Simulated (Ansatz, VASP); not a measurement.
One calculation of Ti, two programs

The input INCAR:

```
  PREC = Accurate
  ENCUT = 520
  EDIFF = 1E-7
  ISMEAR = -1
  SIGMA = 0.05
  LREAL = False
  LASPH = True
  NELM = 80
  ALGO = Normal
  ISIF = 2
  LWAVE = False
  LCHARG = False
  GGA = PE
  NBANDS = 12
```

KPOINTS

```
regular mesh
0
Gamma
  14 14 14
```

Contents of POSCAR:

```
Ti
1.0
    2.6391381769      0.0000000000      0.0000000000
    0.0000000000      2.6391381769      0.0000000000
    0.0000000000      0.0000000000      2.6391381769
Ti
1
Direct
    0.0000000000      0.0000000000      0.0000000000
```

Input for Ansatz:

```yaml
crystal:
  lattice:
    - [2.6391381769, 0.0, 0.0]
    - [0.0, 2.6391381769, 0.0]
    - [0.0, 0.0, 2.6391381769]
  atoms:
    - { symbol: Ti, position: [0.0, 0.0, 0.0] }
kpoints:
  mp_grid: { grid: [14, 14, 14] }
scf:
  occupations: { method: fermi_dirac, width: 0.05 }
hamiltonian:
  xc: pbe
  pseudopotentials: { kind: paw, source: ansatz }
output:
  forces: true
  stress: true
  eigenvalues: true
```

Change from the starting cell: volume scaled by 1, PAW files, source ansatz.

Alike in both runs: task single point; functional PBE; k mesh 14 × 14 × 14; occupations fermi-dirac, width 0.05 eV; no spin polarisation.

```csv
,VASP,Ansatz
version,VASP 6.6.1,Ansatz 0.2.0
potentials or method,"VASP PAW PBE potentials, release 64 (Ti_sv)",scalar-relativistic
plane-wave cutoff (eV),520,740
valence electrons in the cell,12,12
```

```tsv
	VASP	Ansatz	Ansatz less VASP
pressure (GPa)	-0.1	0.0	+0.09
```

The functional is the same, so the differences come from potentials, cutoffs and numerics.
